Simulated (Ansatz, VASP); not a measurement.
**Two plane-wave programs on P**

File INCAR:

```
SYSTEM = P
PREC = Accurate
ENCUT = 520
EDIFF = 1E-6
ISMEAR = 0
SIGMA = 0.1
LREAL = .FALSE.
LASPH = .TRUE.
NELM = 100
ALGO = Normal
ISIF = 2
LWAVE = .FALSE.
LCHARG = .FALSE.
GGA = PS
NBANDS = 36
```

The input KPOINTS:

```
regular mesh
0
G
  4 1 4
  0 0 0
```

POSCAR

```
P
1.0
    5.6351172265      0.0000000000      0.0000000000
    0.0000000000     19.6324366611      0.0000000000
   -1.6004025234      0.0000000000      6.1198546024
P
10
Direct
    0.1457963700      0.4126057200      0.6895901400
    0.1722993100      0.4429734400      0.3613995500
    0.1722993100      0.5570265600      0.3613995500
    0.1457963700      0.5873942800      0.6895901400
    0.2271261700      0.5000000000      0.9127918800
    0.5428653400      0.5868854100      0.3304599700
    0.7565435300      0.5579960200      0.6585844400
    0.7565435300      0.4420039800      0.6585844400
    0.5428653400      0.4131145900      0.3304599700
    0.6084892700      0.5000000000      0.1251267000
```

Input for Ansatz:

```yaml
crystal:
  lattice:
    - [5.6351172265, 0.0, 0.0]
    - [0.0, 19.6324366611, 0.0]
    - [-1.6004025234, 0.0, 6.1198546024]
  atoms:
    - { symbol: P, position: [0.14579637, 0.41260572, 0.68959014] }
    - { symbol: P, position: [0.17229931, 0.44297344, 0.36139955] }
    - { symbol: P, position: [0.17229931, 0.55702656, 0.36139955] }
    - { symbol: P, position: [0.14579637, 0.58739428, 0.68959014] }
    - { symbol: P, position: [0.22712617, 0.5, 0.91279188] }
    - { symbol: P, position: [0.54286534, 0.58688541, 0.33045997] }
    - { symbol: P, position: [0.75654353, 0.55799602, 0.65858444] }
    - { symbol: P, position: [0.75654353, 0.44200398, 0.65858444] }
    - { symbol: P, position: [0.54286534, 0.41311459, 0.33045997] }
    - { symbol: P, position: [0.60848927, 0.5, 0.1251267] }
basis:
  ecutwfc: 420
kpoints:
  mp_grid: { grid: [4, 1, 4] }
hamiltonian:
  xc: pbesol
scf:
  occupations: { method: gaussian, width: 0.1 }
  lower_state_search: "off"
output:
  forces: true
  stress: true
  eigenvalues: true
```

Alike in both runs: task single point; functional PBEsol; k mesh 4 × 1 × 4; occupations gaussian, width 0.1 eV; no spin polarisation.

```csv
,VASP,Ansatz
version,VASP 6.6.1,Ansatz 0.2.0
potentials or method,"VASP PAW PBE potentials, release 64 (P), cutoff 520 eV","scalar-relativistic, plane waves, PAW"
valence electrons in the cell,50,50
```

Ansatz gave:

- gap on the k mesh at the Fermi level (eV): 1.15
- least direct gap on the mesh (eV): 1.57
- rms of the force components (eV/Å): 0.133

Q: Which values does VASP return?

A: gap on the k mesh at the Fermi level (eV): 1.18; least direct gap on the mesh (eV): 1.60; rms of the force components (eV/Å): 0.123.

VASP's potentials were made for PBE, not for PBEsol. Atom by atom the forces differ by 0.011 eV/Å (rms over components).
